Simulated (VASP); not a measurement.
# AlH5 (P-62m) in VASP: notebook

The runs below take AlH5 through single point, relaxation of cell and atoms, with PBE.

Program: VASP 6.6.1. These are calculated values, not measurements. Logs are shortened: lines on timing, memory, paths and dates and some standing lists are left out, and cuts for length are marked.

**1. The cell of the first run**

The structure is hexagonal, space group P-62m (No. 189). The conventional cell has a = 3.765 Å, b = 3.765 Å, c = 2.615 Å, α = 90.00°, β = 90.00°, γ = 120.00°. Within 2.4 Å of Al (site symmetry -62m) lie 12 H at 1.83 to 2.17 Å. H (site symmetry -6) has 9 H at 1.80 to 2.17 Å and 3 Al at 2.17 Å within 2.4 Å. H (site symmetry m2m) has 10 H at 1.80 to 2.21 Å and 2 Al at 1.83 Å within 2.4 Å.

The cell was built from a structure type or drawn by symmetry, and may not be a known phase.

**2. Single point, PBE**

INCAR reads:

```
SYSTEM = AlH5
PREC = Accurate
ENCUT = 520
EDIFF = 1E-6
ISMEAR = 0
SIGMA = 0.1
LREAL = .False.
LASPH = .True.
NELM = 100
ALGO = Normal
ISIF = 2
LWAVE = .False.
LCHARG = .True.
GGA = PE
LELF = .True.
LVHAR = .True.
NBANDS = 13
```

KPOINTS reads:

```
Automatic mesh
0
Gamma
  12 12 14
  0 0 0
```

POSCAR reads:

```
AlH5
1.0
    3.7645511821      0.0000000000      0.0000000000
   -1.8822755911      3.2601969575      0.0000000000
    0.0000000000      0.0000000000      2.6145760700
Al H
1 5
Direct
    0.0000000000      0.0000000000      0.5000000000
    0.3333333333      0.6666666667      0.5000000000
    0.0000000000      0.6603214488      0.0000000000
    0.6603214488      0.0000000000      0.0000000000
    0.3396785512      0.3396785512      0.0000000000
    0.6666666667      0.3333333333      0.5000000000
```

Potentials or basis: VASP PAW PBE potentials, release 64 (Al, H).

Launch:

```sh
$ cat potpaw_PBE.64/Al/POTCAR potpaw_PBE.64/H/POTCAR > POTCAR
$ mpirun -np 1 vasp_std > vasp.out
```

OUTCAR:

```text
SYSTEM = AlH5
   PREC = Accurate
   ENCUT = 520
   EDIFF = 1E-6
   ISMEAR = 0
   LREAL = .False.
   LASPH = .True.
   NELM = 100
   ISIF = 2
   GGA = PE

 ion  position               nearest neighbor table
   1  0.000  0.000  0.500-   5 1.83   5 1.83   3 1.83   3 1.83   4 1.83   4 1.83
   2  0.333  0.667  0.500-
   3  0.000  0.660  0.000-   1 1.83   1 1.83
   4  0.660  0.000  0.000-   1 1.83   1 1.83
   5  0.340  0.340  0.000-   1 1.83   1 1.83
   6  0.667  0.333  0.500-

  LATTYP: Found a hexagonal cell.
 ALAT       =     3.7645511821
 C/A-ratio  =     0.6945253082

  Lattice vectors:

 A1 = (   3.7645511821,   0.0000000000,   0.0000000000)
 A2 = (  -1.8822755911,   3.2601969575,   0.0000000000)
 A3 = (   0.0000000000,   0.0000000000,   2.6145760700)

Analysis of symmetry for initial positions (statically):
=====================================================================
 Subroutine PRICEL returns:
 Original cell was already a primitive cell.

 Routine SETGRP: Setting up the symmetry group for a
 hexagonal supercell.

 Subroutine GETGRP returns: Found 12 space group operations
 (whereof 12 operations were pure point group operations)
 out of a pool of 24 trial point group operations.

The static configuration has the point symmetry D_3h.

Analysis of symmetry for dynamics (positions and initial velocities):
=====================================================================
 Subroutine PRICEL returns:
 Original cell was already a primitive cell.

 Routine SETGRP: Setting up the symmetry group for a
 hexagonal supercell.

 Subroutine GETGRP returns: Found 12 space group operations
 (whereof 12 operations were pure point group operations)
 out of a pool of 24 trial point group operations.

The dynamic configuration has the point symmetry D_3h.

 Subroutine INISYM returns: Found 12 space group operations
 (whereof 12 operations are pure point group operations),
 and found     1 'primitive' translations

----------------------------------------------------------------------------------------

                                     Primitive cell

  volume of cell :      32.0892

  direct lattice vectors                    reciprocal lattice vectors
     3.764551182  0.000000000  0.000000000     0.265635916  0.153364967  0.000000000
    -1.882275591  3.260196957  0.000000000     0.000000000  0.306729935  0.000000000
     0.000000000  0.000000000  2.614576070     0.000000000  0.000000000  0.382471182

  length of vectors
     3.764551182  3.764551182  2.614576070     0.306729935  0.306729935  0.382471182

  position of ions in fractional coordinates (direct lattice)
     0.000000000  0.000000000  0.500000000
     0.333333333  0.666666667  0.500000000
     0.000000000  0.660321449  0.000000000
     0.660321449  0.000000000  0.000000000
     0.339678551  0.339678551  0.000000000
     0.666666667  0.333333333  0.500000000

  ion indices of the primitive-cell ions
   primitive index   ion index
                 1           1
                 2           2
                 3           3
                 4           4
                 5           5
                 6           6

----------------------------------------------------------------------------------------

 KPOINTS: Automatic mesh

Automatic generation of k-mesh.
 Grid dimensions read from file:
 generate k-points for:   12   12   14

 Generating k-lattice:

  Cartesian coordinates                     Fractional coordinates (reciprocal lattice)
     0.022136326  0.012780414  0.000000000     0.083333333  0.000000000  0.000000000
     0.000000000  0.025560828  0.000000000     0.000000000  0.083333333  0.000000000
     0.000000000  0.000000000  0.027319370     0.000000000  0.000000000  0.071428571

  Length of vectors
     0.025560828  0.025560828  0.027319370

  Shift w.r.t. Gamma in fractional coordinates (k-lattice)
     0.000000000  0.000000000  0.000000000

 Subroutine IBZKPT returns following result:
 ===========================================

 Found    152 irreducible k-points:

 Following reciprocal coordinates:
            Coordinates               Weight
  0.000000  0.000000  0.000000      1.000000
  0.083333 -0.000000  0.000000      6.000000
  0.166667 -0.000000  0.000000      6.000000
  0.250000 -0.000000  0.000000      6.000000
  0.333333 -0.000000  0.000000      6.000000
  0.416667 -0.000000  0.000000      6.000000
[... 16 lines left out ...]
  0.250000 -0.000000  0.071429     12.000000
  0.333333 -0.000000  0.071429     12.000000
 [... further k-points ...]
   k-points           NKPTS =    152   k-points in BZ     NKDIM =    152   number of bands    NBANDS=     13
   number of dos      NEDOS =    301   number of ions     NIONS =      6
   total plane-waves  NPLWV =  15680
   dimension x,y,z NGX =    28 NGY =   28 NGZ =   20
   dimension x,y,z NGXF=    56 NGYF=   56 NGZF=   40
   ions per type =               1   5
   NGX,Y,Z   is equivalent  to a cutoff of  12.37, 12.37, 12.72 a.u.
   NGXF,Y,Z  is equivalent  to a cutoff of  24.73, 24.73, 25.43 a.u.
 SYSTEM =  AlH5
   PREC   = accura    normal or accurate (medium, high low for compatibility)
   ISTART =      0    job   : 0-new  1-cont  2-samecut
   ICHARG =      2    charge: 1-file 2-atom 10-const
   ISPIN  =      1    spin polarized calculation?
   LNONCOLLINEAR =      F non collinear calculations
   LSORBIT =      F    spin-orbit coupling
   LASPH  =      T    aspherical Exc in radial PAW
   ENCUT  =  520.0 eV  38.22 Ry    6.18 a.u.   7.00  7.00  4.86*2*pi/ulx,y,z
   NELM   =    100;   NELMIN=  2; NELMDL= -5     # of ELM steps
   EDIFF  = 0.1E-05   stopping-criterion for ELM
   LREAL  =      F    real-space projection
   EDIFFG = 0.1E-04   stopping-criterion for IOM
   NSW    =      0    number of steps for IOM
   IBRION =     -1    ionic relax: 0-MD 1-quasi-New 2-CG
   NFREE  =      0    steps in history (QN), initial steepest desc. (CG)
   ISIF   =      2    stress and relaxation
   ISYM   =      2    0-nonsym 1-usesym 2-fastsym
   POTIM  = 0.5000    time-step for ionic-motion
   TEBEG  =    0.0;   TEEND  =   0.0 temperature during run
   PSTRESS=    0.0 pullay stress
   NELECT =       8.0000    total number of electrons
   NUPDOWN=      -1.0000    fix difference up-down
   EMIN   =  10.00;   EMAX   =-10.00  energy-range for DOS
   EFERMI =   0.00;   METHOD = LEGACY
   ISMEAR =     0;   SIGMA  =   0.10  broadening in eV -4-tet -1-fermi 0-gaus
   EFERMI_NEDOS =   21; number of points for ismear=-14 and -15
   IALGO  =     38    algorithm
   IMIX   =      4    mixing-type and parameters
     AMIX     =   0.40;   BMIX     =  1.00
     AMIX_MAG =   1.60;   BMIX_MAG =  1.00
  volume/ion in A,a.u.               =       5.35        36.09
  Fermi-wavevector in a.u.,A,eV,Ry     =   1.030351  1.947082 14.444273  1.061624
  Thomas-Fermi vector in A             =   2.164445
   LORBIT       =      0    0 simple, 1 ext, 2 COOP (PROOUT), +10 PAW based schemes
   GGA     = PE    functional components
   LHFCALC =     F    Hartree Fock is set to
   AEXX    =    0.0000 exact exchange contribution
   IVDW    =     0    specifies the selected vdW correction
   LEPSILON=     F    determine dielectric tensor
   LRPA    =     F    only Hartree local field effects (RPA)
 non-spin polarized calculation
 Gauss-broadening in eV      SIGMA  =   0.10
  energy-cutoff  :      520.00
  volume of cell :       32.09
 maximum number of plane-waves:       888
 NGX is ok and might be reduce to    28
   NGX = 13   NGY = 13   NGZ =  9

 number of electron       7.9999999 magnetization

 Free energy of the ion-electron system (eV)
  ---------------------------------------------------
  ext. energy  EPLUGINS =         0.00000000
  ---------------------------------------------------
  free energy    TOTEN  =       -16.36586166 eV

  energy without entropy =      -16.36254160  energy(sigma->0) =      -16.36420163

 E-fermi :   4.3648     XC(G=0): -10.3630

 val. band max:        4.3577194389   @ k =   0.3333  -0.0000   0.3571
 cond. band min:       4.3679699504   @ k =   0.1667   0.0833   0.1429
 fundamental gap:      0.0102505115
 Fermi energy:         4.3647987524

 k-point     1 :       0.0000    0.0000    0.0000
  band No.  band energies     occupation
      1      -8.4712      2.00000
      2       2.1311      2.00000
      3       2.1311      2.00000
      4       3.9084      2.00000
      5       4.6851      0.00001
      6       8.2384      0.00000
      7       8.2384      0.00000
      8      12.6325      0.00000
      9      14.5720      0.00000
     10      22.1405      0.00000
     11      22.3740      0.00000
     12      22.3740      0.00000
     13      23.9809      0.00000

 k-point     2 :       0.0833   -0.0000    0.0000
  band No.  band energies     occupation
      1      -8.3781      2.00000
      2       1.5382      2.00000
      3       1.7751      2.00000
      4       3.9609      2.00000
      5       4.9780      0.00000
      6       8.6137      0.00000
      7       8.8290      0.00000
      8      12.7829      0.00000
      9      14.6526      0.00000
     10      21.2873      0.00000
     11      22.1518      0.00000
     12      22.7830      0.00000
     13      23.4976      0.00000
[... 321 lines left out ...]
 k-point    23 :       0.2500   -0.0000    0.0714
  band No.  band energies     occupation
      1      -7.5297      2.00000
      2      -1.1762      2.00000
      3       0.7540      2.00000
      4       3.5108      2.00000
      5       6.6990      0.00000
      6      10.3334      0.00000
      7      11.6505      0.00000
      8      13.4923      0.00000
      9      16.1358      0.00000
     10      18.1543      0.00000
     11      19.8669      0.00000
     12      20.8794      0.00000
     13      22.7943      0.00000

 k-point    24 :       0.3333   -0.0000    0.0714
  band No.  band energies     occupation
      1      -6.8851      2.00000
      2      -2.5993      2.00000
      3       0.3603      2.00000
      4       3.1985      2.00000
      5       7.7133      0.00000
      6      11.2333      0.00000
      7      13.0570      0.00000
      8      15.0068      0.00000
      9      15.5890      0.00000
     10      17.8646      0.00000
     11      19.5128      0.00000
     12      20.2016      0.00000
     13      21.8620      0.00000

 [... further k-points ...]

------------------------ aborting loop because EDIFF is reached ----------------------------------------

  FORCE on cell =-STRESS in cart. coord.  units (eV):
  Direction    XX          YY          ZZ          XY          YZ          ZX
  --------------------------------------------------------------------------------------
  -------------------------------------------------------------------------------------
  Total       -0.0602851     -0.0602851     -0.0557581      0.0000000     -0.0000000      0.0000000
  in kB       -3.0099702     -3.0099702     -2.7839439      0.0000000     -0.0000000      0.0000000
  external PRESSURE =      -2.9346281 kB  Pullay stress =       0.0000000 kB

 VOLUME and BASIS-vectors are now :
 -----------------------------------------------------------------------------
  energy-cutoff  :      520.00
  volume of cell :       32.09
      direct lattice vectors                 reciprocal lattice vectors
     3.764551182  0.000000000  0.000000000     0.265635916  0.153364967  0.000000000
    -1.882275591  3.260196957  0.000000000     0.000000000  0.306729935  0.000000000
     0.000000000  0.000000000  2.614576070     0.000000000  0.000000000  0.382471182

 POSITION                                       TOTAL-FORCE (eV/Angst)
 -----------------------------------------------------------------------------------
      0.00000      0.00000      1.30729         0.000000     -0.000000      0.000000
     -0.00000      2.17346      1.30729         0.000000      0.000000      0.000000
     -1.24291      2.15278      0.00000        -0.001149      0.001990      0.000000
      2.48581      0.00000      0.00000         0.002298      0.000000      0.000000
      0.63937      1.10742      0.00000        -0.001149     -0.001990      0.000000
      1.88228      1.08673      1.30729         0.000000      0.000000      0.000000
 -----------------------------------------------------------------------------------
    total drift:                               -0.000000     -0.000000      0.000000

  FREE ENERGIE OF THE ION-ELECTRON SYSTEM (eV)
  ---------------------------------------------------
  free  energy   TOTEN  =       -16.3658616627 eV

  energy  without entropy=      -16.3625415968  energy(sigma->0) =      -16.36420163
```

Run time: 42 s. Hardware: 1 thread of Intel Xeon Platinum 8375C at 2.90GHz (Ice Lake), shared host; peak memory 0.17 GiB.

Results:

```yaml
Free_energy: -16.3659 eV
Pressure: -0.3 GPa
Band_gap_on_the_k_mesh: zero (bands 4 and 5 overlap by 6.33 eV)
```

Forces in eV/Å, atoms in the order of the input:
```
Al   0.000  0.000  0.000
H    0.000  0.000  0.000
H   -0.001  0.002  0.000
H    0.002  0.000  0.000
H   -0.001 -0.002  0.000
H    0.000  0.000  0.000
```

**3. Relaxation of cell and atoms, PBE**

This run uses another cell than the first one, of 5.27 Å³/atom.

INCAR reads:

```
  ALGO = Normal
  EDIFF = 1E-6
  EDIFFG = -0.01
  ENCUT = 600
  GGA = PE
  IBRION = 2
  ISIF = 3
  ISMEAR = 0
  LASPH = True
  LCHARG = False
  LREAL = False
  LWAVE = False
  NELM = 60
  NSW = 100
  PREC = Accurate
  SIGMA = 0.1
```

KPOINTS reads:

```
k-points
0
Gamma
  12 12 14
```

POSCAR reads:

```
AlH5
1.0
    3.7055647923      0.0000000000      0.0000000000
   -1.8527823962      3.2091132455      0.0000000000
    0.0000000000      0.0000000000      2.6588325460
Al H
1 5
Direct
    0.0000000000      0.0000000000      0.5000000000
    0.3333333333      0.6666666667      0.5000000000
    0.0000000000      0.6572893984      0.0000000000
    0.6572893984      0.0000000000      0.0000000000
    0.3427106016      0.3427106016      0.0000000000
    0.6666666667      0.3333333333      0.5000000000
```

Potentials or basis: VASP PAW PBE potentials, release 64 (Al, H).

Launch:

```sh
$ cat potpaw_PBE.64/Al/POTCAR potpaw_PBE.64/H/POTCAR > POTCAR
$ mpirun -np 1 vasp_std > vasp.out
```

It took 2.5 min on 1 thread of Intel Xeon Platinum 8375C at 2.90GHz (Ice Lake), shared host; peak memory 0.18 GiB.

The run converged. Its results:

```
Free energy                           : -16.3671 eV
Relaxed volume                        : 5.34 Å³/atom
Relaxed cell                          : a = 3.762 Å, b = 3.762 Å, c = 2.613 Å, α = 90.00°, β = 90.00°, γ = 120.00°
Space group after relaxing (to 0.1 Å) : P-62m (No. 189)
Energy gained by relaxing             : 1.9 meV/atom
Ionic steps                           : 8
Pressure after relaxing               : 0.0 GPa
Largest force after relaxing          : 0.006 eV/Å
Band gap on the k mesh                : zero (bands 4 and 5 overlap by 6.34 eV)
```

Forces on the atoms (eV/Å):
```
Al   0.000  0.000  0.000
H    0.000  0.000  0.000
H   -0.003  0.005  0.000
H    0.006  0.000  0.000
H   -0.003 -0.005  0.000
H    0.000  0.000  0.000
```

Stress tensor (GPa, compression positive):
```
-0.02  0.00  0.00
 0.00 -0.02  0.00
 0.00  0.00  0.09
```

The path:
| step | energy change (eV) | largest force (eV/Å) | pressure (GPa) | volume (Å³) |
| --- | --- | --- | --- | --- |
| 1 | 0.0000 | 0.0351 | 0.20 | 31.62 |
| 2 | -0.0032 | 0.0307 | 0.32 | 31.65 |
| 3 | -0.0101 | 0.0053 | 0.63 | 31.73 |
| 4 | -0.0001 | 0.0509 | 1.62 | 31.88 |
| 5 | -0.0107 | 0.0072 | 0.78 | 31.77 |
| 6 | -0.0113 | 0.0102 | 0.09 | 32.00 |
| 7 | -0.0113 | 0.0116 | 0.04 | 32.01 |
| 8 | -0.0114 | 0.0057 | 0.02 | 32.03 |

Final structure:
```
Al H
1.0
     3.76216    0.00000    0.00000
    -1.88108    3.25812    0.00000
     0.00000    0.00000    2.61294
Al H
1 5
Direct
  0.00000 0.00000 0.50000
  0.33333 0.66667 0.50000
  0.00000 0.65999 0.00000
  0.65999 0.00000 0.00000
  0.34001 0.34001 0.00000
  0.66667 0.33333 0.50000
```

Levels at points of the mesh, in eV from the Fermi level:
| k point | band 1 | band 2 | band 3 | band 4 | band 5 | band 6 | band 7 | band 8 |
| --- | --- | --- | --- | --- | --- | --- | --- | --- |
| (0.00, 0.00, 0.00) | -12.85 | -2.24 | -2.24 | -0.46 | 0.33 | 3.87 | 3.87 | 8.27 |
| (0.50, 0.00, 0.00) | -9.62 | -9.47 | -4.42 | -1.52 | 4.82 | 8.57 | 11.20 | 11.36 |
| (0.00, 0.00, 0.50) | -8.20 | -7.20 | 0.31 | 0.31 | 1.51 | 6.58 | 6.58 | 7.18 |
| (0.50, 0.00, 0.50) | -5.89 | -4.66 | -4.30 | -3.25 | -1.02 | 2.44 | 4.42 | 6.16 |
